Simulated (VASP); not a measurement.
# TiB2 (P-3m1) in VASP: relaxation of cell and atoms with LDA

Aim: the relaxation of cell and atoms of TiB2 with LDA.

Program: VASP 6.6.1. These are calculated values, not measurements. Logs are shortened: lines on timing, memory, paths and dates and some standing lists are left out, and cuts for length are marked.

## Step 1: The cell of the first run

Symmetry: P-3m1, No. 164, trigonal system. The conventional cell has a = 2.820 Å, b = 2.820 Å, c = 4.512 Å, α = 90.00°, β = 90.00°, γ = 120.00°. Ti (site symmetry -3m) has 6 B at 1.98 Å within 2.6 Å. Within 2.6 Å of B (site symmetry 3m) lie 3 Ti at 1.98 Å.

## Step 2: Relaxation of cell and atoms, LDA

File INCAR:

```
SYSTEM = TiB2
PREC = Accurate ; ENCUT = 500
EDIFF = 1E-7 ; ISMEAR = 0
SIGMA = 0.1 ; LREAL = .False.
LASPH = .True. ; NELM = 120
ALGO = Normal ; ISIF = 3
LWAVE = .False. ; LCHARG = .False.
IBRION = 2 ; NSW = 80
EDIFFG = -0.01 ; GGA_COMPAT = .False.
NELMIN = 4
```

File KPOINTS:

```
Automatic mesh
0
Gamma
  10 10 6
  0 0 0
```

File POSCAR:

```
TiB2
1.0
    2.8200000000      0.0000000000      0.0000000000
   -1.4100000000      2.4421916387      0.0000000000
    0.0000000000      0.0000000000      4.5120000000
Ti B
1 2
Direct
    0.0000000000      0.0000000000      0.0000000000
    0.3333333333      0.6666666667      0.2500000000
    0.6666666667      0.3333333333      0.7500000000
```

Potentials or basis: VASP PAW LDA potentials, release 64 (Ti_sv, B).

Command:

```
> cat potpaw_LDA.64/Ti_sv/POTCAR potpaw_LDA.64/B/POTCAR > POTCAR
> mpirun -np 1 vasp_std > vasp.out
```

OUTCAR:

```text
SYSTEM = TiB2
   PREC = Accurate
   ENCUT = 500
   EDIFF = 1E-7
   ISMEAR = 0
   LREAL = .False.
   LASPH = .True.
   NELM = 120
   ISIF = 3
   IBRION = 2
   NSW = 80
   EDIFFG = -0.01
   NELMIN = 4

 ion  position               nearest neighbor table
   1  0.000  0.000  0.000-   2 1.98   3 1.98   3 1.98   2 1.98   3 1.98   2 1.98
   2  0.333  0.667  0.250-   1 1.98   1 1.98   1 1.98
   3  0.667  0.333  0.750-   1 1.98   1 1.98   1 1.98

  LATTYP: Found a hexagonal cell.
 ALAT       =     2.8200000000
 C/A-ratio  =     1.6000000000

  Lattice vectors:

 A1 = (   2.8200000000,   0.0000000000,   0.0000000000)
 A2 = (  -1.4100000000,   2.4421916387,   0.0000000000)
 A3 = (   0.0000000000,   0.0000000000,   4.5120000000)

Analysis of symmetry for initial positions (statically):
=====================================================================
 Subroutine PRICEL returns:
 Original cell was already a primitive cell.

 Routine SETGRP: Setting up the symmetry group for a
 hexagonal supercell.

 Subroutine GETGRP returns: Found 12 space group operations
 (whereof 12 operations were pure point group operations)
 out of a pool of 24 trial point group operations.

The static configuration has the point symmetry D_3d.

Analysis of symmetry for dynamics (positions and initial velocities):
=====================================================================
 Subroutine PRICEL returns:
 Original cell was already a primitive cell.

 Routine SETGRP: Setting up the symmetry group for a
 hexagonal supercell.

 Subroutine GETGRP returns: Found 12 space group operations
 (whereof 12 operations were pure point group operations)
 out of a pool of 24 trial point group operations.

The dynamic configuration has the point symmetry D_3d.

 Subroutine INISYM returns: Found 12 space group operations
 (whereof 12 operations are pure point group operations),
 and found     1 'primitive' translations

----------------------------------------------------------------------------------------

                                     Primitive cell

  volume of cell :      31.0741

  direct lattice vectors                    reciprocal lattice vectors
     2.820000000  0.000000000  0.000000000     0.354609929  0.204734138  0.000000000
    -1.410000000  2.442191639  0.000000000     0.000000000  0.409468276  0.000000000
     0.000000000  0.000000000  4.512000000     0.000000000  0.000000000  0.221631206

  length of vectors
     2.820000000  2.820000000  4.512000000     0.409468276  0.409468276  0.221631206

  position of ions in fractional coordinates (direct lattice)
     0.000000000  0.000000000  0.000000000
     0.333333333  0.666666667  0.250000000
     0.666666667  0.333333333  0.750000000
[... 115 lines left out ...]
 NGX is ok and might be reduce to    24
   NGX = 11   NGY = 11   NGZ = 17

--------------------------------------- Ionic step        1  -------------------------------------------

 number of electron      18.0000001 magnetization

 Free energy of the ion-electron system (eV)
  ---------------------------------------------------
  ext. energy  EPLUGINS =         0.00000000
  ---------------------------------------------------
  free energy    TOTEN  =       -17.59040613 eV

  energy without entropy =      -17.58513526  energy(sigma->0) =      -17.58777070

------------------------ aborting loop because EDIFF is reached ----------------------------------------

  FORCE on cell =-STRESS in cart. coord.  units (eV):
  Direction    XX          YY          ZZ          XY          YZ          ZX
  --------------------------------------------------------------------------------------
  -------------------------------------------------------------------------------------
  Total       10.4820293     10.4820293      3.2677263      0.0000000     -0.0000000      0.0000000
  in kB      540.4531016    540.4531016    168.4838637      0.0000000     -0.0000000      0.0000000
  external PRESSURE =     416.4633557 kB  Pullay stress =       0.0000000 kB
[... 92 lines left out ...]
  FREE ENERGIE OF THE ION-ELECTRON SYSTEM (eV)
  ---------------------------------------------------
  free  energy   TOTEN  =       -18.9806564876 eV

  energy  without entropy=      -18.9742112614  energy(sigma->0) =      -18.97743387

 E-fermi :   8.5346     XC(G=0): -12.3809

 val. band max:        8.5247997788   @ k =   0.1000   0.0000   0.1667
 cond. band min:       8.6257918213   @ k =   0.3000   0.3000   0.0000
 fundamental gap:      0.1009920425
 Fermi energy:         8.5345677209

 k-point     1 :       0.0000    0.0000    0.0000
  band No.  band energies     occupation
      1     -47.6854      2.00000
      2     -24.2858      2.00000
      3     -24.2858      2.00000
      4     -24.2076      2.00000
      5      -3.7896      2.00000
      6       5.2551      2.00000
      7       5.2551      2.00000
      8       7.1158      2.00000
      9       8.6523      0.09596
     10      10.4708      0.00000
     11      11.7887      0.00000
     12      12.5383      0.00000
     13      12.6928      0.00000
[... 356 lines left out ...]
      2     -24.4350      2.00000
      3     -24.3141      2.00000
      4     -24.2725      2.00000
      5      -0.3550      2.00000
      6       0.2952      2.00000
      7       4.8844      2.00000
      8       6.5146      2.00000
      9       6.7638      2.00000
     10      10.3485      0.00000
     11      10.4996      0.00000
     12      10.7720      0.00000
     13      12.0518      0.00000

 [... further k-points ...]

[... ionic steps 4 to 13 ...]

--------------------------------------- Ionic step       14  -------------------------------------------

 number of electron      18.0000004 magnetization

------------------------ aborting loop because EDIFF is reached ----------------------------------------
[... 69 lines left out ...]
--------------------------------------- Ionic step       16  -------------------------------------------

 number of electron      18.0000004 magnetization

 Free energy of the ion-electron system (eV)
  ---------------------------------------------------
  ext. energy  EPLUGINS =         0.00000000
  ---------------------------------------------------
  free energy    TOTEN  =       -26.91797343 eV

  energy without entropy =      -26.91469333  energy(sigma->0) =      -26.91633338

 E-fermi :  10.3408     XC(G=0): -13.1586

 val. band max:       10.3222238498   @ k =   0.3000   0.2000   0.0000
 cond. band min:      10.3460831021   @ k =   0.4000   0.2000   0.0000
 fundamental gap:      0.0238592524
 Fermi energy:        10.3408215853

 k-point     1 :       0.0000    0.0000    0.0000
  band No.  band energies     occupation
      1     -45.7353      2.00000
      2     -22.4775      2.00000
      3     -22.1421      2.00000
      4     -22.1421      2.00000
      5      -3.1094      2.00000
      6       7.6720      2.00000
      7       7.6720      2.00000
      8       8.1981      2.00000
      9       8.2144      2.00000
     10      12.4025      0.00000
     11      12.4025      0.00000
     12      14.2809      0.00000
     13      14.2809      0.00000
[... 398 lines left out ...]
  FREE ENERGIE OF THE ION-ELECTRON SYSTEM (eV)
  ---------------------------------------------------
  free  energy   TOTEN  =       -26.9179734332 eV

  energy  without entropy=      -26.9146933283  energy(sigma->0) =      -26.91633338

 reached required accuracy - stopping structural energy minimisation
```

CONTCAR:

```text
TiB2
   1.00000000000000
     2.9937157164977486   -0.0000000000000000    0.0000000000000000
    -1.4968578582488743    2.5926338622252740    0.0000000000000000
    -0.0000000000000000   -0.0000000000000000    3.1680251853771284
  Ti              B
     1     2
Direct
     0.0000000000000000    0.0000000000000000    1.0000000000000000
     0.3333333332999970    0.6666666667000030    0.4999861258404769
     0.6666666667000030    0.3333333332999970    0.5000138741595231

  0.00000000E+00  0.00000000E+00  0.00000000E+00
  0.00000000E+00  0.00000000E+00  0.00000000E+00
  0.00000000E+00  0.00000000E+00  0.00000000E+00
```

It took 4 min on 1 thread of AMD EPYC 9R45 (Zen 5), shared host; peak memory 0.16 GiB.

What came out:

- Free energy: -26.9180 eV
- Relaxed volume: 8.20 Å³/atom
- Relaxed cell: a = 2.994 Å, b = 2.994 Å, c = 3.168 Å, α = 90.00°, β = 90.00°, γ = 120.00°
- Space group after relaxing (to 0.05 Å): P6/mmm (No. 191)
- Energy gained by relaxing: 3109.2 meV/atom
- Ionic steps: 16
- Pressure after relaxing: 0.0 GPa
- Band gap on the k mesh: zero (band 9 reaches 10.56 eV, above the bottom of band 10 at 10.17 eV)

The path:
| step | energy change (eV) | largest force (eV/Å) | pressure (GPa) | volume (Å³) |
| --- | --- | --- | --- | --- |
| 1 | 0.0000 | 3.7624 | 41.65 | 31.07 |
| 2 | -1.0443 | 0.7207 | -24.15 | 44.66 |
| 3 | -1.3903 | 1.3762 | -10.58 | 39.11 |
| 4 | -2.4573 | 2.8305 | -15.96 | 37.07 |
| 5 | -6.2757 | 3.9835 | -22.77 | 29.41 |
| 6 | 1250.3682 | 0.0001 | 32679.92 | 6.31 |
| 7 | -8.0114 | 0.0048 | -36.59 | 29.17 |
| 8 | -9.1133 | 0.0047 | -7.08 | 25.00 |
| 9 | -9.2057 | 0.0045 | 7.07 | 23.83 |
| 10 | -9.2078 | 0.0045 | 10.08 | 23.62 |
| 11 | -9.3030 | 0.0024 | 4.57 | 24.12 |
| 12 | -9.3273 | 0.0013 | 0.87 | 24.51 |
| 13 | -9.3273 | 0.0012 | 0.72 | 24.53 |
| 14 | -9.3275 | 0.0008 | -0.21 | 24.61 |
| 15 | -9.3276 | 0.0008 | -0.12 | 24.60 |
| 16 | -9.3276 | 0.0005 | -0.04 | 24.59 |

Final structure:
```
Ti B
1.0
     2.99372    0.00000    0.00000
    -1.49686    2.59263    0.00000
     0.00000    0.00000    3.16803
Ti B
1 2
Direct
  0.00000 0.00000 0.00000
  0.33333 0.66667 0.49999
  0.66667 0.33333 0.50001
```

Caveat: the volume moved by over 15 % at a fixed basis, so the end points are rough.
